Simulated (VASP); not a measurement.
Here is a VASP 6.6.1 calculation.

INCAR

```
PREC = Accurate
ENCUT = 520
EDIFF = 1E-6
ISMEAR = 0
SIGMA = 0.2
LREAL = False
LASPH = True
NELM = 80
ALGO = Normal
ISIF = 2
LWAVE = False
LCHARG = False
GGA = PE
NBANDS = 37
```

File KPOINTS:

```
Automatic mesh
0
Gamma
  4 4 3
```

The input POSCAR:

```
MgZn4O
1.0
    4.0516101518     -0.0000000028      0.0000000000
   -2.0258050735      3.5087973191      0.0000000000
    0.0000000000      0.0000000000      9.0763175281
Mg Zn O
1 4 1
Direct
    0.0000000000      0.0000000000      0.5000000000
    0.3333333333      0.6666666667      0.3381616432
    0.6666666667      0.3333333333      0.6618383568
    0.0000000000      0.0000000000      0.1956710871
    0.0000000000      0.0000000000      0.8043289129
    0.0000000000      0.0000000000      0.0000000000
```

Potentials or basis: VASP PAW PBE potentials, release 64 (Mg, Zn, O).

Launch:

```bash
$ cat potpaw_PBE.64/Mg/POTCAR potpaw_PBE.64/Zn/POTCAR potpaw_PBE.64/O/POTCAR > POTCAR
$ mpirun -np 1 vasp_std > vasp.out
```

(1) Estimate the largest force.

(2) What does it give for the band gap on the k mesh?

(3) Predict the pressure.

Results:

(1) 0.162 eV/Å.

(2) zero (band 28 reaches 3.62 eV, above the bottom of band 29 at 0.36 eV).

(3) 0.1 GPa.

Caveat: the k points lie up to 0.45 Å⁻¹ apart.
